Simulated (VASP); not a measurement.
Crystal: CuI.

```xyz
2
Lattice="0.0000 3.0315 3.0315 3.0315 0.0000 3.0315 3.0315 3.0315 0.0000" Properties=species:S:1:pos:R:3 pbc="T T T"
I     0.0000    0.0000    0.0000
Cu    4.5473    4.5473    4.5473
```

Base run:

```yaml
Program: VASP 6.6.1
Functional: LDA
Potentials_or_basis: VASP PAW LDA potentials, release 64 (I, Cu)
Cutoff: 520 eV
k_mesh: 6 × 6 × 6
Occupations: fermi-dirac, width 0.05 eV
Spin: non-collinear spin, zero start, spin-orbit coupling
Starting_moments: "[[0.0, 0.0, 0.0], [0.0, 0.0, 0.0]] μB"
```

Its results: pressure -4.1 GPa; net moment 0.00 μB per cell.

Question: The run is repeated on the same cell with these changes: functional from LDA to PBEsol; potentials or basis from VASP PAW LDA potentials, release 64 (I, Cu) to VASP PAW PBE potentials, release 64 (I, Cu). What comes out?

Answer: Pressure -2.4 GPa; net moment 0.00 μB per cell.

Caveats: the cell stands under tension (at least some runs); the PAW data sets were made with another functional, which shifts forces and pressure a little (at least some runs).
